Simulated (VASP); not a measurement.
# CsPbBr3 (P4/mmm) in VASP: a series of runs

Runs on CsPbBr3. Level: r2SCAN. Tasks: single point.

All numbers are computed with VASP 6.6.1; they aren't measurements. Logs are shortened: lines on timing, memory, paths and dates and some standing lists are left out, and cuts for length are marked.

## 1. The cell of the first run

The structure is tetragonal, space group P4/mmm (No. 123). Conventional cell: a = 5.943 Å, b = 5.943 Å, c = 6.002 Å, α = 90.00°, β = 90.00°, γ = 90.00°. Cs (site symmetry 4/mmm) has 12 Br at 4.20 to 4.22 Å and 8 Pb at 5.16 Å within 5.5 Å. Pb (site symmetry 4/mmm) has 6 Br at 2.97 to 3.00 Å within 3.9 Å. Within 3.9 Å of Br (site symmetry mmm) lie 2 Pb at 2.97 Å. Br (site symmetry 4/mmm) has 2 Pb at 3.00 Å within 4.0 Å.

## 2. Single point, r2SCAN (uniaxial x strain +1.0%)

POSCAR

```
CsPbBr3
1.0
    6.0023911113      0.0000000000      0.0000000000
    0.0000000000      5.9429614964      0.0000000000
    0.0000000000      0.0000000000      5.9429614964
Cs Pb Br
1 1 3
Direct
    0.0000000000      0.0000000000      0.0000000000
    0.5000000000      0.5000000000      0.5000000000
    0.5000000000      0.5000000000      0.0000000000
    0.5000000000      0.0000000000      0.5000000000
    0.0000000000      0.5000000000      0.5000000000
```

INCAR.step1

```
SYSTEM = CsPbBr3
ALGO = Normal
EDIFF = 1E-4
ENCUT = 520
GGA = PE
ISMEAR = 0
LASPH = .TRUE.
LCHARG = .FALSE.
LREAL = .FALSE.
LWAVE = .TRUE.
NBANDS = 30
NELM = 100
PREC = Accurate
SIGMA = 0.01
```

INCAR.step2

```
SYSTEM = CsPbBr3
ALGO = Normal
EDIFF = 1E-7
ENCUT = 520
ISIF = 2
ISMEAR = 0
ISTART = 1
LASPH = .TRUE.
LCHARG = .TRUE.
LELF = .TRUE.
LMIXTAU = .TRUE.
LREAL = .FALSE.
LVHAR = .TRUE.
LWAVE = .FALSE.
METAGGA = R2SCAN
NBANDS = 30
NELM = 100
PREC = Accurate
SIGMA = 0.01
```

KPOINTS

```
k-points
0
G
  4 4 4
  0 0 0
```

Potentials or basis: VASP PAW PBE potentials, release 64 (Cs_sv, Pb_d, Br).

Run with:

```bash
> cat potpaw_PBE.64/Cs_sv/POTCAR potpaw_PBE.64/Pb_d/POTCAR potpaw_PBE.64/Br/POTCAR > POTCAR
> cp INCAR.step1 INCAR
> mpirun -np 1 vasp_std > vasp.out
> cp INCAR.step2 INCAR
> mpirun -np 1 vasp_std > vasp.out
```

OUTCAR:

```text
SYSTEM = CsPbBr3
   EDIFF = 1E-7
   ENCUT = 520
   ISIF = 2
   ISMEAR = 0
   ISTART = 1
   LASPH = .TRUE.
   LREAL = .FALSE.
   METAGGA = R2SCAN
   NELM = 100
   PREC = Accurate

 ion  position               nearest neighbor table
   1  0.000  0.000  0.000-
   2  0.500  0.500  0.500-   3 2.97   4 2.97   3 2.97   4 2.97   5 3.00   5 3.00
   3  0.500  0.500  0.000-   2 2.97   2 2.97
   4  0.500  0.000  0.500-   2 2.97   2 2.97
   5  0.000  0.500  0.500-   2 3.00   2 3.00

  LATTYP: Found a simple tetragonal cell.
 ALAT       =     5.9429614964
 C/A-ratio  =     1.0100000000

  Lattice vectors:

 A1 = (   0.0000000000,   5.9429614964,   0.0000000000)
 A2 = (   0.0000000000,   0.0000000000,   5.9429614964)
 A3 = (   6.0023911113,   0.0000000000,   0.0000000000)

Analysis of symmetry for initial positions (statically):
=====================================================================
 Subroutine PRICEL returns:
 Original cell was already a primitive cell.

 Routine SETGRP: Setting up the symmetry group for a
 simple tetragonal supercell.

 Subroutine GETGRP returns: Found 16 space group operations
 (whereof 16 operations were pure point group operations)
 out of a pool of 16 trial point group operations.

The static configuration has the point symmetry D_4h.

Analysis of symmetry for dynamics (positions and initial velocities):
=====================================================================
 Subroutine PRICEL returns:
 Original cell was already a primitive cell.

 Routine SETGRP: Setting up the symmetry group for a
 simple tetragonal supercell.

 Subroutine GETGRP returns: Found 16 space group operations
 (whereof 16 operations were pure point group operations)
 out of a pool of 16 trial point group operations.

The dynamic configuration has the point symmetry D_4h.

 Subroutine INISYM returns: Found 16 space group operations
 (whereof 16 operations are pure point group operations),
 and found     1 'primitive' translations

----------------------------------------------------------------------------------------

                                     Primitive cell

  volume of cell :     211.9972

  direct lattice vectors                    reciprocal lattice vectors
     6.002391111  0.000000000  0.000000000     0.166600273  0.000000000  0.000000000
     0.000000000  5.942961496  0.000000000     0.000000000  0.168266276  0.000000000
[... 84 lines left out ...]
   EDIFF  = 0.1E-06   stopping-criterion for ELM
   LREAL  =      F    real-space projection
   EDIFFG = 0.1E-05   stopping-criterion for IOM
   NSW    =      0    number of steps for IOM
   IBRION =     -1    ionic relax: 0-MD 1-quasi-New 2-CG
   NFREE  =      0    steps in history (QN), initial steepest desc. (CG)
   ISIF   =      2    stress and relaxation
   ISYM   =      2    0-nonsym 1-usesym 2-fastsym
   POTIM  = 0.5000    time-step for ionic-motion
   TEBEG  =    0.0;   TEEND  =   0.0 temperature during run
   PSTRESS=    0.0 pullay stress
   NELECT =      44.0000    total number of electrons
   NUPDOWN=      -1.0000    fix difference up-down
   EMIN   =  10.00;   EMAX   =-10.00  energy-range for DOS
   EFERMI =   0.00;   METHOD = LEGACY
   ISMEAR =     0;   SIGMA  =   0.01  broadening in eV -4-tet -1-fermi 0-gaus
   EFERMI_NEDOS =   21; number of points for ismear=-14 and -15
   IALGO  =     38    algorithm
   IMIX   =      4    mixing-type and parameters
     AMIX     =   0.40;   BMIX     =  1.00
     AMIX_MAG =   1.60;   BMIX_MAG =  1.00
  volume/ion in A,a.u.               =      42.40       286.13
  Fermi-wavevector in a.u.,A,eV,Ry     =   0.969279  1.831673 12.782710  0.939503
  Thomas-Fermi vector in A             =   2.099319
   LORBIT       =      0    0 simple, 1 ext, 2 COOP (PROOUT), +10 PAW based schemes
   METAGGA = R2SCAN    functional components
   LHFCALC =     F    Hartree Fock is set to
   AEXX    =    0.0000 exact exchange contribution
   IVDW    =     0    specifies the selected vdW correction
   LEPSILON=     F    determine dielectric tensor
   LRPA    =     F    only Hartree local field effects (RPA)
 non-spin polarized calculation
 Gauss-broadening in eV      SIGMA  =   0.01
  energy-cutoff  :      520.00
  volume of cell :      212.00
 maximum number of plane-waves:      5752
 NGX is ok and might be reduce to    48
   NGX = 23   NGY = 23   NGZ = 23

 number of electron      43.9999991 magnetization

 Free energy of the ion-electron system (eV)
  ---------------------------------------------------
  ext. energy  EPLUGINS =         0.00000000
  ---------------------------------------------------
  free energy    TOTEN  =      -128.45532085 eV

  energy without entropy =     -128.45532085  energy(sigma->0) =     -128.45532085

 E-fermi :   0.5813     XC(G=0):  -7.8298

 val. band max:        0.5292957506   @ k =   0.5000   0.5000   0.5000
 cond. band min:       2.5785242324   @ k =   0.5000   0.5000   0.5000
 fundamental gap:      2.0492284817
 Fermi energy:         0.5812690954

 k-point     1 :       0.0000    0.0000    0.0000
  band No.  band energies     occupation
      1     -21.3757      2.00000
      2     -16.7726      2.00000
      3     -16.7626      2.00000
      4     -16.6358      2.00000
      5     -16.6358      2.00000
      6     -16.6329      2.00000
[... 583 lines left out ...]
     29       6.4417      0.00000
     30       7.6072      0.00000

------------------------ aborting loop because EDIFF is reached ----------------------------------------

  FORCE on cell =-STRESS in cart. coord.  units (eV):
  Direction    XX          YY          ZZ          XY          YZ          ZX
  --------------------------------------------------------------------------------------
  -------------------------------------------------------------------------------------
  Total       -0.6055222     -0.0662906     -0.0662906      0.0000000      0.0000000      0.0000000
  in kB       -4.5762581     -0.5009938     -0.5009938      0.0000000      0.0000000      0.0000000
  external PRESSURE =      -1.8594152 kB  Pullay stress =       0.0000000 kB

 VOLUME and BASIS-vectors are now :
 -----------------------------------------------------------------------------
  energy-cutoff  :      520.00
  volume of cell :      212.00
      direct lattice vectors                 reciprocal lattice vectors
     6.002391111  0.000000000  0.000000000     0.166600273  0.000000000  0.000000000
     0.000000000  5.942961496  0.000000000     0.000000000  0.168266276  0.000000000
     0.000000000  0.000000000  5.942961496     0.000000000  0.000000000  0.168266276

 POSITION                                       TOTAL-FORCE (eV/Angst)
 -----------------------------------------------------------------------------------
      0.00000      0.00000      0.00000         0.000000      0.000000      0.000000
      3.00120      2.97148      2.97148         0.000000      0.000000      0.000000
      3.00120      2.97148      0.00000         0.000000      0.000000      0.000000
      3.00120      0.00000      2.97148         0.000000      0.000000      0.000000
      0.00000      2.97148      2.97148         0.000000      0.000000      0.000000
 -----------------------------------------------------------------------------------
    total drift:                                0.000000     -0.000000     -0.000000

  FREE ENERGIE OF THE ION-ELECTRON SYSTEM (eV)
  ---------------------------------------------------
  free  energy   TOTEN  =      -128.4553208515 eV

  energy  without entropy=     -128.4553208515  energy(sigma->0) =     -128.45532085
```

OUTCAR.step1:

```text
SYSTEM = CsPbBr3
   EDIFF = 1E-4
   ENCUT = 520
   GGA = PE
   ISMEAR = 0
   LASPH = .TRUE.
   LREAL = .FALSE.
   NELM = 100
[... 817 lines left out ...]
      3.00120      2.97148      0.00000         0.000000      0.000000      0.000000
      3.00120      0.00000      2.97148         0.000000      0.000000      0.000000
      0.00000      2.97148      2.97148         0.000000      0.000000      0.000000
 -----------------------------------------------------------------------------------
    total drift:                                0.000000     -0.000000     -0.000000

  FREE ENERGIE OF THE ION-ELECTRON SYSTEM (eV)
  ---------------------------------------------------
  free  energy   TOTEN  =       -15.8639428756 eV

  energy  without entropy=      -15.8639428756  energy(sigma->0) =      -15.86394288
```

Wall time 6.4 min (1 thread of Intel Xeon Platinum 8259CL at 2.50GHz (Skylake/Cascade Lake), shared host); peak memory 0.43 GiB.

Results:

```yaml
Free_energy: -128.4553 eV
Pressure: -0.2 GPa
Band_gap_on_the_k_mesh: 2.05 eV, direct
```

Stress tensor (GPa, compression positive):
```
-0.46  0.00  0.00
 0.00 -0.05  0.00
 0.00  0.00 -0.05
```

Caveat: the cell differs from its parent crystal (uniaxial x strain +1.0%); the PAW data sets were made with another functional, which shifts forces and pressure a little; spin-orbit coupling is left out, which moves the levels of the heavy elements. A k mesh can miss the band edges.

## 3. Single point, r2SCAN (epitaxial xy strain +1.5%)

POSCAR, as its differences from that of step 2:

```diff
@@ -2,5 +2,5 @@
 1.0
-    6.0023911113      0.0000000000      0.0000000000
-    0.0000000000      5.9429614964      0.0000000000
-    0.0000000000      0.0000000000      5.9429614964
+    6.0321059188      0.0000000000      0.0000000000
+    0.0000000000      6.0321059188      0.0000000000
+    0.0000000000      0.0000000000      5.9214870690
 Cs Pb Br
```

INCAR.step1

```
PREC = Accurate ; ENCUT = 520
ISMEAR = 0 ; SIGMA = 0.01
LREAL = F ; LASPH = T
NELM = 80 ; NBANDS = 30
GGA = PE ; ALGO = Normal
EDIFF = 1E-4 ; LWAVE = T
LCHARG = F
```

INCAR.step2

```
PREC = Accurate ; ENCUT = 520
EDIFF = 1E-7 ; ISMEAR = 0
SIGMA = 0.01 ; LREAL = F
LASPH = T ; NELM = 80
ALGO = Normal ; ISIF = 2
LWAVE = F ; LCHARG = F
METAGGA = R2SCAN ; LMIXTAU = T
NBANDS = 30 ; ISTART = 1
```

KPOINTS

```
regular mesh
0
Gamma
  4 4 4
```

Potentials or basis: VASP PAW PBE potentials, release 64 (Cs_sv, Pb_d, Br).

Run with:

```bash
> cat potpaw_PBE.64/Cs_sv/POTCAR potpaw_PBE.64/Pb_d/POTCAR potpaw_PBE.64/Br/POTCAR > POTCAR
> cp INCAR.step1 INCAR
> mpirun -np 1 vasp_std > vasp.out
> cp INCAR.step2 INCAR
> mpirun -np 1 vasp_std > vasp.out
```

OUTCAR:

```text
PREC = Accurate
   ENCUT = 520
   EDIFF = 1E-7
   ISMEAR = 0
   LREAL = F
   LASPH = T
   NELM = 80
   ISIF = 2
   METAGGA = R2SCAN
   ISTART = 1

 ion  position               nearest neighbor table
   1  0.000  0.000  0.000-
   2  0.500  0.500  0.500-   3 2.96   3 2.96   5 3.02   4 3.02   4 3.02   5 3.02
   3  0.500  0.500  0.000-   2 2.96   2 2.96
   4  0.500  0.000  0.500-   2 3.02   2 3.02
   5  0.000  0.500  0.500-   2 3.02   2 3.02

  LATTYP: Found a simple tetragonal cell.
 ALAT       =     6.0321059188
 C/A-ratio  =     0.9816616533

  Lattice vectors:

 A1 = (   6.0321059188,   0.0000000000,   0.0000000000)
 A2 = (   0.0000000000,   6.0321059188,   0.0000000000)
 A3 = (   0.0000000000,   0.0000000000,   5.9214870690)

Analysis of symmetry for initial positions (statically):
=====================================================================
 Subroutine PRICEL returns:
 Original cell was already a primitive cell.

 Routine SETGRP: Setting up the symmetry group for a
 simple tetragonal supercell.

 Subroutine GETGRP returns: Found 16 space group operations
 (whereof 16 operations were pure point group operations)
 out of a pool of 16 trial point group operations.

The static configuration has the point symmetry D_4h.

Analysis of symmetry for dynamics (positions and initial velocities):
=====================================================================
 Subroutine PRICEL returns:
 Original cell was already a primitive cell.

 Routine SETGRP: Setting up the symmetry group for a
 simple tetragonal supercell.

 Subroutine GETGRP returns: Found 16 space group operations
 (whereof 16 operations were pure point group operations)
 out of a pool of 16 trial point group operations.

The dynamic configuration has the point symmetry D_4h.

 Subroutine INISYM returns: Found 16 space group operations
[... 113 lines left out ...]
   IALGO  =     38    algorithm
   IMIX   =      4    mixing-type and parameters
     AMIX     =   0.40;   BMIX     =  1.00
     AMIX_MAG =   1.60;   BMIX_MAG =  1.00
  volume/ion in A,a.u.               =      43.09       290.80
  Fermi-wavevector in a.u.,A,eV,Ry     =   0.964057  1.821804 12.645341  0.929406
  Thomas-Fermi vector in A             =   2.093656
   LORBIT       =      0    0 simple, 1 ext, 2 COOP (PROOUT), +10 PAW based schemes
   METAGGA = R2SCAN    functional components
   LHFCALC =     F    Hartree Fock is set to
   AEXX    =    0.0000 exact exchange contribution
   IVDW    =     0    specifies the selected vdW correction
   LEPSILON=     F    determine dielectric tensor
   LRPA    =     F    only Hartree local field effects (RPA)
 non-spin polarized calculation
 Gauss-broadening in eV      SIGMA  =   0.01
  energy-cutoff  :      520.00
  volume of cell :      215.46
 maximum number of plane-waves:      5844
 NGX is ok and might be reduce to    48
   NGX = 23   NGY = 23   NGZ = 23

 number of electron      43.9999995 magnetization

 Free energy of the ion-electron system (eV)
  ---------------------------------------------------
  ext. energy  EPLUGINS =         0.00000000
  ---------------------------------------------------
  free energy    TOTEN  =      -128.44388049 eV

  energy without entropy =     -128.44388049  energy(sigma->0) =     -128.44388049

 E-fermi :   0.4525     XC(G=0):  -7.7577

 val. band max:        0.3495774615   @ k =   0.5000   0.5000   0.5000
 cond. band min:       2.4593136861   @ k =   0.5000   0.5000   0.5000
 fundamental gap:      2.1097362247
 Fermi energy:         0.4524745858

 k-point     1 :       0.0000    0.0000    0.0000
  band No.  band energies     occupation
      1     -21.4862      2.00000
      2     -16.9010      2.00000
      3     -16.8825      2.00000
      4     -16.7751      2.00000
      5     -16.7697      2.00000
      6     -16.7697      2.00000
[... 583 lines left out ...]
     29       6.3351      0.00000
     30       7.4726      0.00000

------------------------ aborting loop because EDIFF is reached ----------------------------------------

  FORCE on cell =-STRESS in cart. coord.  units (eV):
  Direction    XX          YY          ZZ          XY          YZ          ZX
  --------------------------------------------------------------------------------------
  -------------------------------------------------------------------------------------
  Total       -0.9931163     -0.9931163      0.0013741      0.0000000      0.0000000      0.0000000
  in kB       -7.3848551     -7.3848551      0.0102179      0.0000000      0.0000000      0.0000000
  external PRESSURE =      -4.9198307 kB  Pullay stress =       0.0000000 kB

 VOLUME and BASIS-vectors are now :
 -----------------------------------------------------------------------------
  energy-cutoff  :      520.00
  volume of cell :      215.46
      direct lattice vectors                 reciprocal lattice vectors
     6.032105919  0.000000000  0.000000000     0.165779582  0.000000000  0.000000000
     0.000000000  6.032105919  0.000000000     0.000000000  0.165779582  0.000000000
     0.000000000  0.000000000  5.921487069     0.000000000  0.000000000  0.168876498

 POSITION                                       TOTAL-FORCE (eV/Angst)
 -----------------------------------------------------------------------------------
      0.00000      0.00000      0.00000         0.000000      0.000000      0.000000
      3.01605      3.01605      2.96074         0.000000      0.000000      0.000000
      3.01605      3.01605      0.00000         0.000000      0.000000      0.000000
      3.01605      0.00000      2.96074         0.000000      0.000000      0.000000
      0.00000      3.01605      2.96074         0.000000      0.000000      0.000000
 -----------------------------------------------------------------------------------
    total drift:                                0.000000     -0.000000     -0.000000

  FREE ENERGIE OF THE ION-ELECTRON SYSTEM (eV)
  ---------------------------------------------------
  free  energy   TOTEN  =      -128.4438804912 eV

  energy  without entropy=     -128.4438804912  energy(sigma->0) =     -128.44388049
```

OUTCAR.step1:

```text
PREC = Accurate
   ENCUT = 520
   ISMEAR = 0
   LREAL = F
[... 819 lines left out ...]
      3.01605      3.01605      2.96074         0.000000      0.000000      0.000000
      3.01605      3.01605      0.00000         0.000000      0.000000      0.000000
      3.01605      0.00000      2.96074         0.000000      0.000000      0.000000
      0.00000      3.01605      2.96074         0.000000      0.000000      0.000000
 -----------------------------------------------------------------------------------
    total drift:                                0.000000     -0.000000     -0.000000

  FREE ENERGIE OF THE ION-ELECTRON SYSTEM (eV)
  ---------------------------------------------------
  free  energy   TOTEN  =       -15.8666239037 eV

  energy  without entropy=      -15.8666239037  energy(sigma->0) =      -15.86662390
```

It took 6.7 min on 1 thread of Intel Xeon Platinum 8259CL at 2.50GHz (Skylake/Cascade Lake), shared host; peak memory 0.43 GiB.

What came out:

- Free energy: -128.4439 eV
- Pressure: -0.5 GPa
- Band gap on the k mesh: 2.11 eV, direct

Stress tensor (GPa, compression positive):
```
-0.74  0.00  0.00
 0.00 -0.74  0.00
 0.00  0.00  0.00
```

Levels at points of the mesh, in eV from the valence-band top:
| k point | band 20 | band 21 | band 22 | band 23 | band 24 | band 25 |
| --- | --- | --- | --- | --- | --- | --- |
| (0.00, 0.00, 0.00) | -1.79 | -1.79 | -1.79 | 3.79 | 4.86 | 4.90 |
| (0.50, 0.00, 0.00) | -1.89 | -1.87 | -1.34 | 3.05 | 5.15 | 5.65 |
| (0.50, 0.50, 0.00) | -2.05 | -1.46 | -0.71 | 2.64 | 2.64 | 5.54 |
| (0.00, 0.00, 0.50) | -1.87 | -1.87 | -1.23 | 3.11 | 5.22 | 5.61 |
| (0.50, 0.00, 0.50) | -2.06 | -1.45 | -0.60 | 2.58 | 2.70 | 5.22 |
| (0.50, 0.50, 0.50) | -1.44 | -1.44 | 0.00 | 2.11 | 2.11 | 2.23 |

Caveat: the cell differs from its parent crystal (epitaxial xy strain +1.5%); the PAW data sets were made with another functional, which shifts forces and pressure a little; spin-orbit coupling is left out, which moves the levels of the heavy elements.
